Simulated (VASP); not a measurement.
A run of VASP 6.6.1:

Contents of INCAR:

```
SYSTEM = ZnS
PREC = Accurate
ENCUT = 520
EDIFF = 1E-7
ISMEAR = 0
SIGMA = 0.1
LREAL = Auto
LASPH = .TRUE.
NELM = 100
ALGO = Normal
ISIF = 2
LWAVE = .FALSE.
LCHARG = .FALSE.
GGA = PS
ISYM = 0
NBANDS = 86
```

The input KPOINTS:

```
Automatic mesh
0
Gamma
  2 2 2
  0.5 0.5 0.5
```

Contents of POSCAR:

```
ZnS
1.0
   -1.9054993908     -3.3004217586      6.2340000000
   -1.9054993908     -3.3004217586     -6.2340000000
    7.6219975631      0.0000000000      0.0000000000
Zn S
8 8
Direct
    0.1666666667      0.1666666667      0.8333333333
    0.1666666667      0.1666666667      0.3333333333
    0.6666666667      0.6666666667      0.8333333333
    0.6666666667      0.6666666667      0.3333333333
    0.5833333333      0.0833333333      0.1666666667
    0.5833333333      0.0833333333      0.6666666667
    0.0833333333      0.5833333333      0.1666666667
    0.0833333333      0.5833333333      0.6666666667
    0.3591666667      0.9741666667      0.8333333333
    0.3591666667      0.9741666667      0.3333333333
    0.8591666667      0.4741666667      0.8333333333
    0.8591666667      0.4741666667      0.3333333333
    0.7758333333      0.8908333333      0.1666666667
    0.7758333333      0.8908333333      0.6666666667
    0.2758333333      0.3908333333      0.1666666667
    0.2758333333      0.3908333333      0.6666666667
```

Potentials or basis: VASP PAW PBE potentials, release 64 (Zn, S).

Command:

```console
$ cat potpaw_PBE.64/Zn/POTCAR potpaw_PBE.64/S/POTCAR > POTCAR
$ mpirun -np 1 vasp_std > vasp.out
```

Hardware: 1 thread of Intel(R) Xeon(R) 6975P-C (Granite Rapids), with other jobs on the host.

Problem. Estimate the wall time of this run.

Solution. Wall time 2.6 min on 1 thread of Intel(R) Xeon(R) 6975P-C (Granite Rapids), on a shared host, peak memory 0.43 GiB. Counts: scf iterations 18, k points 4.
